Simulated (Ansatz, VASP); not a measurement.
Two plane-wave programs on Be3Si

```
CELL_PARAMETERS angstrom
-1.70557 1.70557 3.42313
1.70557 -1.70557 3.42313
1.70557 1.70557 -3.42313
ATOMIC_POSITIONS crystal
Be 0.75000 0.25000 0.50000
Be 0.25000 0.75000 0.50000
Be 0.50000 0.50000 0.00000
Si 0.00000 0.00000 0.00000
```

Alike in both runs: task single point; functional LDA; k mesh 7 × 7 × 7; occupations gaussian, width 0.1 eV; no spin polarisation.

|  | VASP | Ansatz |
| --- | --- | --- |
| version | VASP 6.6.1 | Ansatz 0.2.0 |
| potentials or method | VASP PAW LDA potentials, release 64 (Be, Si), cutoff 520 eV | scalar-relativistic, plane waves, PAW |
| valence electrons in the cell | 10 | 10 |

Ansatz gave:

| Property | Result |
| --- | --- |
| gap on the k mesh at the Fermi level (eV) | none |
| pressure (GPa) | -5.8 |
| traceless stress, the component that is largest in VASP (GPa) | -0.77 |

Q: Which values does VASP return?

A: gap on the k mesh at the Fermi level (eV): none; pressure (GPa): -5.6; traceless stress, the component that is largest in VASP (GPa): -0.78.

LDA's correlation is that of Perdew and Zunger in VASP and of Perdew and Wang (1992) in Ansatz. A gap of «none» marks a metal or a gap that the smearing closes.

The k mesh is coarse, so the values compare programs but aren't converged.
